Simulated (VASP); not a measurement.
**MgSe: single point with PBEsol**

Crystal: MgSe.

```
Mg Se
1.0
     0.00000    2.79364    2.72550
     2.79364    0.00000    2.72550
     2.79364    2.79364    0.00000
Mg Se
1 1
Direct
  0.00000 0.00000 0.00000
  0.50000 0.50000 0.50000
```

This cell differs from its parent crystal: strain +0.025 along x and y, +0.000 along z.

| Property | Result |
| --- | --- |
| Program | VASP 6.6.1 |
| Task | single point |
| Functional | PBEsol |
| Potentials or basis | VASP PAW PBE potentials, release 64 (Mg, Se) |
| Cutoff | 600 eV |
| k mesh | 8 × 8 × 8 |
| Occupations | gaussian, width 0.05 eV |
| Spin | no spin polarisation |

| Property | Result |
| --- | --- |
| Pressure | -2.9 GPa |
| Band gap on the k mesh | 1.58 eV, indirect (least direct gap 2.14 eV) |

Stress tensor (GPa, compression positive):
```
-3.53  0.00  0.00
 0.00 -3.53  0.00
 0.00  0.00 -1.73
```

Levels at points of the mesh, in eV from the valence-band top:
| k point | band 2 | band 3 | band 4 | band 5 | band 6 | band 7 |
| --- | --- | --- | --- | --- | --- | --- |
| (0.00, 0.00, 0.00) | -0.13 | 0.00 | 0.00 | 2.14 | 7.23 | 7.23 |
| (0.50, 0.00, 0.00) | -4.77 | -0.61 | -0.54 | 3.60 | 5.82 | 6.07 |
| (0.50, 0.50, 0.00) | -4.08 | -1.80 | -1.80 | 1.58 | 3.88 | 11.28 |
| (0.50, 0.00, 0.50) | -4.10 | -1.80 | -1.58 | 1.68 | 3.97 | 11.04 |

Wall time 20 s on 1 thread of Intel Xeon 6975P-C (shared host), peak memory 0.2 GiB.

Caveat: the cell differs from its parent crystal (strain +0.025 along x and y, +0.000 along z); the PAW data sets were made with another functional, which shifts forces and pressure a little. A k mesh can miss the band edges.
